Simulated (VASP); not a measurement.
A run of VASP 6.6.1 is set up as follows.

The input INCAR:

```
SYSTEM = Mg12CuO12
PREC = Accurate ; ENCUT = 520
EDIFF = 1E-6 ; ISMEAR = -1
SIGMA = 0.05 ; LREAL = Auto
LASPH = .True. ; NELM = 150
ALGO = Normal ; ISIF = 2
LWAVE = .False. ; LCHARG = .True.
ISPIN = 2 ; MAGMOM = 0 0 0 0 0 0 0 0 0 0 0 0 0 0 0 0 0 0 0 0 0 0 0 0 1
LORBIT = 11 ; LMAXMIX = 4
GGA = PS ; LELF = .True.
LVHAR = .True. ; NBANDS = 76
```

The input KPOINTS:

```
Automatic mesh
0
Gamma
  2 2 1
  0 0 0
```

Contents of POSCAR:

```
Mg12CuO12
1.0
    5.4998770000      0.0000000000      0.0000000000
    2.7499380000      4.7630330000      0.0000000000
    0.0000000000      0.0000000000     17.6132880000
Mg O Cu
12 12 1
Direct
    0.0000000000      0.0000000000      0.0567753165
    0.0000073686      0.4999965358      0.0567753165
    0.4999929998      0.0000000000      0.0567753165
    0.5000003684      0.4999965358      0.0567753165
    0.6211886797      0.6826112689      0.2096655661
    0.6624437103      0.1827826933      0.1941375171
    0.1362601859      0.6660461937      0.2007064212
    0.1495871032      0.1743636880      0.2000932478
    0.2724778565      0.3334639924      0.3673135873
    0.3101304929      0.8192259008      0.3394993598
    0.8202600722      0.2785410053      0.3550785066
    0.8104293358      0.7864316707      0.3337309876
    0.3333313876      0.8333345580      0.1205169642
    0.3333240190      0.3333380222      0.1205169642
    0.8333243875      0.8333345580      0.1205169642
    0.8333352011      0.3333380222      0.1205169642
   -0.0368241914      0.4715482761      0.2701312782
   -0.0089277683     -0.0029812936      0.2578337446
    0.4719424228      0.5056022077      0.2660434554
    0.5109249431      0.0239553243      0.2683315006
    0.6071842026      0.1607169213      0.4203417329
    0.6615577847      0.6305646003      0.4103038570
    0.1323041557      0.1139819942      0.4113314902
    0.0985747014      0.7266168427      0.4091513180
    0.7938858764      0.8386462995      0.4693388310
```

Potentials or basis: VASP PAW PBE potentials, release 64 (Mg, O, Cu).

The run is started by

```sh
$ cat potpaw_PBE.64/Mg/POTCAR potpaw_PBE.64/O/POTCAR potpaw_PBE.64/Cu/POTCAR > POTCAR
$ mpirun -np 1 vasp_std > vasp.out
```

**Question.** What does it give for the largest force?

**Answer.** 2.762 eV/Å.

**Question.** Predict the site moments.

**Answer.** Mg +0.00, -0.00, +0.01 (each value once); O +0.00, -0.00, +0.20, +0.22, +0.01, +0.08 (each value once); Cu +0.46 μB.

Forces on the atoms (eV/Å):
```
Mg   0.065 -0.088 -0.861
Mg  -0.134  0.080 -0.752
Mg  -0.033 -0.149 -0.716
Mg   0.057  0.177 -0.831
Mg   1.327  0.060 -1.865
Mg  -0.838 -0.362  0.865
Mg   0.201 -0.861 -0.300
Mg   0.997 -0.463 -0.206
Mg   0.427 -0.048 -0.695
Mg   0.770 -0.193  0.250
Mg  -2.016  1.203 -1.456
Mg   0.500  1.960  0.247
O   -0.090  0.060  1.122
O   -0.355  0.173  1.087
O   -0.342 -0.019  0.798
O   -0.040  0.317  0.757
O    1.613  0.806 -0.379
O   -0.188 -0.501  1.487
O   -0.773 -0.250  0.687
O   -2.630 -0.593 -0.581
O    0.741  0.335 -0.025
O    0.049  0.732  0.176
O    1.797  0.245  0.922
O   -0.126 -1.965 -0.101
Cu  -0.978 -0.654  0.369
```

Caveat: the k points lie up to 0.66 Å⁻¹ apart; a moment this small can come from the mesh or the smearing; the atoms stand as in a frame of molecular dynamics; there is no dipole correction, which matters where the two faces differ; the PAW data sets were made with another functional, which shifts forces and pressure a little.
